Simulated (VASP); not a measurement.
Here is a VASP 6.6.1 calculation.

POSCAR

```
GaAs
1.0
    0.0000000000      2.8655787852      2.7509556338
    2.8655787852      0.0000000000      2.7509556338
    2.8655787852      2.8655787852      0.0000000000
Ga As
1 1
Direct
    0.0000000000      0.0000000000      0.0000000000
    0.7500000000      0.7500000000      0.7500000000
```

Contents of INCAR.step1:

```
SYSTEM = GaAs
PREC = Accurate
ENCUT = 520
ISMEAR = 0
SIGMA = 0.05
LREAL = .False.
LASPH = .True.
NELM = 60
NBANDS = 16
GGA = PE
ALGO = Normal
EDIFF = 1E-4
LWAVE = .True.
LCHARG = .False.
```

File INCAR.step2:

```
SYSTEM = GaAs
PREC = Accurate
ENCUT = 520
EDIFF = 1E-7
ISMEAR = 0
SIGMA = 0.05
LREAL = .False.
LASPH = .True.
NELM = 60
ALGO = Normal
ISIF = 2
LWAVE = .False.
LCHARG = .False.
METAGGA = R2SCAN
LMIXTAU = .True.
NBANDS = 16
ISTART = 1
```

The input KPOINTS:

```
Automatic mesh
0
Gamma
  10 10 10
  0 0 0
```

Potentials or basis: VASP PAW PBE potentials, release 64 (Ga_d, As).

Command:

```console
$ cat potpaw_PBE.64/Ga_d/POTCAR potpaw_PBE.64/As/POTCAR > POTCAR
$ cp INCAR.step1 INCAR
$ mpirun -np 1 vasp_std > vasp.out
$ cp INCAR.step2 INCAR
$ mpirun -np 1 vasp_std > vasp.out
```

Q: Predict the band gap on the k mesh.

A: 0.83 eV, direct.

Q: Estimate the pressure.

A: 0.6 GPa.

Stress tensor (GPa, compression positive):
```
-0.23  0.00  0.00
 0.00 -0.23  0.00
 0.00  0.00  2.31
```

Caveat: the PAW data sets were made with another functional, which shifts forces and pressure a little. A k mesh can miss the band edges.
